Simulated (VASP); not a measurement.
Hf, 3 atoms in the cell. Symmetry: P6/mmm, No. 191, hexagonal system. Conventional cell: a = 4.448 Å, b = 4.448 Å, c = 2.779 Å, α = 90.00°, β = 90.00°, γ = 120.00°. Hf (site symmetry -6m2) has 11 Hf at 2.57 to 2.92 Å within 3.4 Å. Within 3.7 Å of Hf (site symmetry 6/mmm) lie 14 Hf at 2.78 to 2.92 Å. This isn't the form of Hf at room conditions, which is hcp.

| Quantity | Value |
| --- | --- |
| Program | VASP 6.6.1 |
| Task | single point |
| Functional | r2SCAN |
| Potentials or basis | VASP PAW PBE potentials, release 64 (Hf_pv) |
| Cutoff | 520 eV |
| k mesh | 10 × 10 × 14 |
| Occupations | gaussian, width 0.05 eV |
| Spin | no spin polarisation |
| Dipole correction | no |
| Further INCAR settings | ALGO = Normal; EDIFF = 1e-06; NBANDS = 22 |

Potentials or basis: VASP PAW PBE potentials, release 64 (Hf_pv).

Run with:

```sh
$ cat potpaw_PBE.64/Hf_pv/POTCAR > POTCAR
$ cp INCAR.step1 INCAR
$ mpirun -np 1 vasp_std > vasp.out
$ cp INCAR.step2 INCAR
$ mpirun -np 1 vasp_std > vasp.out
```

Hardware: 1 thread of Intel(R) Xeon(R) 6975P-C (Granite Rapids), on a shared host.

Task: How long does it take, and how much memory?

Result: It took 2.9 min on 1 thread of Intel(R) Xeon(R) 6975P-C (Granite Rapids), on a shared host, peak memory 0.24 GiB. Counts: k points 112.
